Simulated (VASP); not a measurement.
**Ge: single point with r2SCAN+D4**

**Experimental background.**

“Temperature-dependent photoluminescence in Ge: experiment and theory”, 2020, arxiv:2003.00143 reports, for a bulk crystal of Ge at 0 K: band gap 0.744 eV (indirect).

Ge:

```
CELL_PARAMETERS angstrom
3.99801 0.00000 0.00000
1.99900 3.46238 0.00000
1.99900 1.15413 3.26436
ATOMIC_POSITIONS crystal
Ge 0.00000 0.00000 0.00000
Ge 0.25000 0.25000 0.25000
```

* Program: VASP 6.6.1
* Task: single point
* Functional: r2SCAN
* Dispersion: D4
* Potentials or basis: VASP PAW PBE potentials, release 64 (Ge_d)
* Cutoff: 550 eV
* k mesh: 6 × 6 × 6
* Occupations: gaussian, width 0.01 eV
* Spin: no spin polarisation

| Property | Result |
| --- | --- |
| Pressure | 0.1 GPa |
| Band gap on the k mesh | 0.43 eV |
| Dispersion energy per atom | -0.112 eV |

Levels at points of the mesh, in eV from the valence-band top:
```tsv
k point	band 12	band 13	band 14	band 15	band 16	band 17
(0.00, 0.00, 0.00)	0.00	0.00	0.00	0.43	2.71	2.71
(0.50, 0.00, 0.00)	-7.88	-1.49	-1.49	0.45	4.00	4.00
(0.50, 0.50, 0.00)	-9.22	-3.23	-3.23	0.97	0.97	10.12
```

It took 22 s on 1 thread of Intel(R) Xeon(R) 6975P-C (Granite Rapids), on a shared host, peak memory 0.18 GiB.

Measured gap of Ge: 0.744 eV (indirect; 0 K; “Temperature-dependent photoluminescence in Ge: experiment and theory”, 2020, arxiv:2003.00143). This calculation gives 0.43 eV (-0.32 eV). 3 values of this kind are on record (0.666 to 0.807 eV); this one was drawn at random among those near their median. Spin-orbit coupling on Ge is left out. The value is that of r2SCAN+D4 on a finite k mesh, which can miss the band edges, without temperature or zero-point motion.

Caveat: the PAW data sets were made with another functional, which shifts forces and pressure a little.
